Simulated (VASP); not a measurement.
A run of VASP 6.6.1:

Contents of INCAR:

```
SYSTEM = SrSiH6
PREC = Accurate ; ENCUT = 520
EDIFF = 1E-6 ; ISMEAR = -1
SIGMA = 0.03 ; LREAL = .False.
LASPH = .True. ; NELM = 100
ALGO = Normal ; ISIF = 2
LWAVE = .False. ; LCHARG = .False.
GGA = PS ; NBANDS = 20
```

File KPOINTS:

```
regular mesh
0
Gamma
  6 6 4
  0 0 0
```

Contents of POSCAR:

```
SrSiH6
1.0
    3.3284268310      0.0000000000      0.0000000000
    0.0000000000      3.3284268310      0.0000000000
    0.0000000000      0.0000000000      5.5710609855
Sr H Si
1 6 1
Direct
    0.5000000000      0.5000000000      0.5000000000
    0.5000000000      0.5000000000      0.0000000000
    0.0000000000      0.0000000000      0.5000000000
    0.0000000000      0.5000000000      0.1728475769
    0.5000000000      0.0000000000      0.8271524231
    0.5000000000      0.0000000000      0.1728475769
    0.0000000000      0.5000000000      0.8271524231
    0.0000000000      0.0000000000      0.0000000000
```

Potentials or basis: VASP PAW PBE potentials, release 64 (Sr_sv, H, Si).

Command:

```bash
$ cat potpaw_PBE.64/Sr_sv/POTCAR potpaw_PBE.64/H/POTCAR potpaw_PBE.64/Si/POTCAR > POTCAR
$ mpirun -np 1 vasp_std > vasp.out
```

Hardware: 1 thread of Oxide Virtual Turin-like Processor, on a shared host.

Q: Estimate the wall time of this run.

A: It took 60 s on 1 thread of Oxide Virtual Turin-like Processor, with other jobs on the host, peak memory 0.16 GiB. Counts: scf iterations 16, k points 30.
